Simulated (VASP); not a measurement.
# InSb (F-43m) in VASP: vibrations by perturbation theory with LDA

Aim: the vibrations by perturbation theory of InSb with LDA.

Program: VASP 6.6.1. These are calculated values, not measurements. Logs are shortened: lines on timing, memory, paths and dates and some standing lists are left out, and cuts for length are marked.

## 1. The cell of the first run

It takes space group F-43m (No. 216, cubic). The conventional cell has a = 6.297 Å, b = 6.297 Å, c = 6.297 Å, α = 90.00°, β = 90.00°, γ = 90.00°. Within 3.6 Å of In (site symmetry -43m) lie 4 Sb at 2.73 Å. Within 3.6 Å of Sb (site symmetry -43m) lie 4 In at 2.73 Å.

## 2. Vibrations by perturbation theory, LDA

INCAR reads:

```
SYSTEM = InSb
PREC = Accurate ; ENCUT = 520
EDIFF = 1E-8 ; ISMEAR = -1
SIGMA = 0.15 ; LREAL = .FALSE.
LASPH = .TRUE. ; NELM = 100
ALGO = Normal ; ISIF = 2
LWAVE = .FALSE. ; LCHARG = .FALSE.
NBANDS = 16 ; IBRION = 8
NSW = 1
```

KPOINTS reads:

```
Automatic mesh
0
G
  12 12 12
  0 0 0
```

POSCAR reads:

```
InSb
1.0
    0.0000000000      3.1484356189      3.1484356189
    3.1484356189      0.0000000000      3.1484356189
    3.1484356189      3.1484356189      0.0000000000
In Sb
1 1
Direct
    0.0000000000      0.0000000000      0.0000000000
    0.7500000000      0.7500000000      0.7500000000
```

Potentials or basis: VASP PAW LDA potentials, release 64 (In_d, Sb).

On the command line:

```sh
cat potpaw_LDA.64/In_d/POTCAR potpaw_LDA.64/Sb/POTCAR > POTCAR
mpirun -np 1 vasp_std > vasp.out
```

OUTCAR:

```text
SYSTEM = InSb
   PREC = Accurate
   ENCUT = 520
   EDIFF = 1E-8
   ISMEAR = -1
   LREAL = .FALSE.
   LASPH = .TRUE.
   NELM = 100
   ISIF = 2
   IBRION = 8
   NSW = 1

 ion  position               nearest neighbor table
   1  0.000  0.000  0.000-   2 2.73   2 2.73   2 2.73   2 2.73
   2  0.750  0.750  0.750-   1 2.73   1 2.73   1 2.73   1 2.73

  LATTYP: Found a face centered cubic cell.
 ALAT       =     6.2968712378

  Lattice vectors:

 A1 = (   0.0000000000,   3.1484356189,   3.1484356189)
 A2 = (   3.1484356189,   0.0000000000,   3.1484356189)
 A3 = (   3.1484356189,   3.1484356189,   0.0000000000)

Analysis of symmetry for initial positions (statically):
=====================================================================
 Subroutine PRICEL returns:
 Original cell was already a primitive cell.

 Routine SETGRP: Setting up the symmetry group for a
 face centered cubic supercell.

 Subroutine GETGRP returns: Found 24 space group operations
 (whereof 24 operations were pure point group operations)
 out of a pool of 48 trial point group operations.

The static configuration has the point symmetry T_d .

Analysis of symmetry for dynamics (positions and initial velocities):
=====================================================================
 Subroutine PRICEL returns:
 Original cell was already a primitive cell.

 Routine SETGRP: Setting up the symmetry group for a
 face centered cubic supercell.

 Subroutine GETGRP returns: Found 24 space group operations
 (whereof 24 operations were pure point group operations)
 out of a pool of 48 trial point group operations.

The dynamic configuration has the point symmetry T_d .

 Subroutine INISYM returns: Found 24 space group operations
 (whereof 24 operations are pure point group operations),
 and found     1 'primitive' translations

----------------------------------------------------------------------------------------

[... 616 lines left out ...]

 VOLUME and BASIS-vectors are now :
 -----------------------------------------------------------------------------
  energy-cutoff  :      520.00
  volume of cell :       62.42
      direct lattice vectors                 reciprocal lattice vectors
     0.000000000  3.148435619  3.148435619    -0.158809028  0.158809028  0.158809028
     3.148435619  0.000000000  3.148435619     0.158809028 -0.158809028  0.158809028
     3.148435619  3.148435619  0.000000000     0.158809028  0.158809028 -0.158809028

 POSITION                                       TOTAL-FORCE (eV/Angst)
 -----------------------------------------------------------------------------------
      0.00000      0.00000      0.00000         0.000000      0.000000      0.000000
      4.72265      4.72265      4.72265        -0.000000     -0.000000     -0.000000
 -----------------------------------------------------------------------------------
    total drift:                               -0.000000     -0.000000     -0.000000

  FREE ENERGIE OF THE ION-ELECTRON SYSTEM (eV)
  ---------------------------------------------------
  free  energy   TOTEN  =        -8.1597890042 eV

  energy  without entropy=       -8.1552958663  energy(sigma->0) =       -8.15754244

[... ionic steps 2 to 3 ...]

--------------------------------------- Ionic step        4  -------------------------------------------

------------------------ aborting loop because EDIFF is reached ----------------------------------------

[... ionic steps 5 to 6 ...]

--------------------------------------- Ionic step        7  -------------------------------------------

 Free energy of the ion-electron system (eV)
  ---------------------------------------------------
  ---------------------------------------------------
  free energy    TOTEN  =        -0.02789713 eV

  energy without entropy =       -0.02789713

------------------------ aborting loop because EDIFF is reached ----------------------------------------

 INTERNAL STRAIN TENSOR  FOR ION    2  DIRECTION 1   (eV/Angst):
 -----------------------------------------------------------------------------
    -0.00556  0.00000  0.00000
     0.00000  0.00409 10.27878
     0.00000 10.27878  0.00409

 INTERNAL STRAIN TENSOR FOR ION    2 for displacements in x,y,z  (eV/Angst):
          X           Y           Z          XY          YZ          ZX
  --------------------------------------------------------------------------------
  x    -0.00000     0.00000     0.00000     0.00000    10.27878     0.00000
  y     0.00000     0.00000     0.00000     0.00000     0.00000    10.27878
  z     0.00000     0.00000    -0.00000    10.27878     0.00000     0.00000

 SECOND DERIVATIVES (NOT SYMMETRIZED)
 ------------------------------------
               1X          1Y          1Z          2X          2Y          2Z
  1X    -8.409082    0.000000    0.000000    8.409082    0.000000    0.000000
  1Y     0.000000   -8.409082    0.000000    0.000000    8.409082    0.000000
  1Z     0.000000    0.000000   -8.409082    0.000000    0.000000    8.409082
  2X     8.418345    0.000000    0.000000   -8.418345    0.000000    0.000000
  2Y     0.000000    8.418345    0.000000    0.000000   -8.418345    0.000000
  2Z     0.000000    0.000000    8.418345    0.000000    0.000000   -8.418345

 Eigenvectors and eigenvalues of the dynamical matrix
 ----------------------------------------------------

   1 f  =    5.898990 THz    37.064449 2PiTHz  196.769135 cm-1    24.396252 meV
             X         Y         Z           dx          dy          dz
      0.000000  0.000000  0.000000    -0.717197    0.000000    0.000000
      4.722653  4.722653  4.722653     0.696870   -0.000000   -0.000000
[... 21 lines left out ...]
   6 f/i=    0.001623 THz     0.010196 2PiTHz    0.054131 cm-1     0.006711 meV
             X         Y         Z           dx          dy          dz
      0.000000  0.000000  0.000000     0.567171   -0.010489   -0.404765
      4.722653  4.722653  4.722653     0.583715   -0.010795   -0.416572

--------------------------------------------------------------------------------------------------------

 ELASTIC MODULI CONTR FROM IONIC RELAXATION (kBar)
 Direction    XX          YY          ZZ          XY          YZ          ZX
 --------------------------------------------------------------------------------
 XX          -0.0000      0.0000      0.0000     -0.0000      0.0000     -0.0000
 YY           0.0000     -0.0000     -0.0000     -0.0000     -0.0000     -0.0000
 ZZ           0.0000     -0.0000     -0.0000      0.0000     -0.0000     -0.0000
 XY          -0.0000     -0.0000      0.0000   -323.9441     -0.0000     -0.0000
 YZ           0.0000     -0.0000     -0.0000     -0.0000   -323.9441      0.0000
 ZX          -0.0000     -0.0000     -0.0000     -0.0000      0.0000   -323.9441
 --------------------------------------------------------------------------------
```

OSZICAR:

```text
N       E                     dE             d eps       ncg     rms          rms(c)
DAV:   1     0.116049946141E+03    0.11605E+03   -0.80623E+03  2304   0.116E+03
DAV:   2    -0.690809275079E+00   -0.11674E+03   -0.11312E+03  2560   0.289E+02
DAV:   3    -0.812299631422E+01   -0.74322E+01   -0.74004E+01  2960   0.747E+01
DAV:   4    -0.833050893072E+01   -0.20751E+00   -0.20747E+00  2872   0.142E+01
[... 39 lines left out ...]
RMM:   7    -0.278971635401E-01    0.22723E-05   -0.15222E-07 18149   0.261E-03    0.898E-04
RMM:   8    -0.278969173348E-01    0.24621E-06   -0.21531E-08 17625   0.797E-04    0.353E-04
RMM:   9    -0.278971895331E-01   -0.27220E-06    0.57076E-09 19083   0.373E-04    0.521E-05
RMM:  10    -0.278971277239E-01    0.61809E-07   -0.15861E-08 17861   0.142E-04    0.374E-05
RMM:  11    -0.278971309368E-01   -0.32130E-08    0.37617E-09 19253   0.681E-05    0.109E-05
 Linear response finished
```

stdout:

```text
POSCAR found type information on POSCAR InSb
 POSCAR found :  2 types and       2 ions
 scaLAPACK will be used
 LDA part: xc-table for (Slater(with rela. corr.)+CA(PZ))
 , standard interpolation
 POSCAR, INCAR and KPOINTS ok, starting setup
 FFT: planning ... GRIDC
 FFT: planning ... GRID_SOFT
 FFT: planning ... GRID
 WAVECAR not read
 entering main loop
 Linear response reoptimize wavefunctions to high precision
 Linear response DOF=           2
 Linear response progress:
 first order change of Fermi-energy  -0.19059E-05
 force on displaced ion       1 direction 1 :  -8.409   0.000   0.000
 Linear response progress:
 first order change of Fermi-energy   0.16184E-03
 force on displaced ion       2 direction 1 :  -8.418   0.000   0.000
 Linear response finished
```

It took 6.2 min on 1 thread of Intel Xeon 6975P-C (Granite Rapids), shared host; peak memory 0.68 GiB.

Results:

```yaml
Highest_phonon_frequency_at_Γ_LO-TO_splitting_left_out: 197 cm⁻¹
```

Phonon frequencies in cm⁻¹ (negative: imaginary):
| q point | frequencies |
| --- | --- |
| (0.000, 0.000, 0.000) | 0 0 0 197 197 197 |

Caveat: the cell stands under pressure or tension, which shifts response properties; spin-orbit coupling is left out, which moves the levels of the heavy elements.
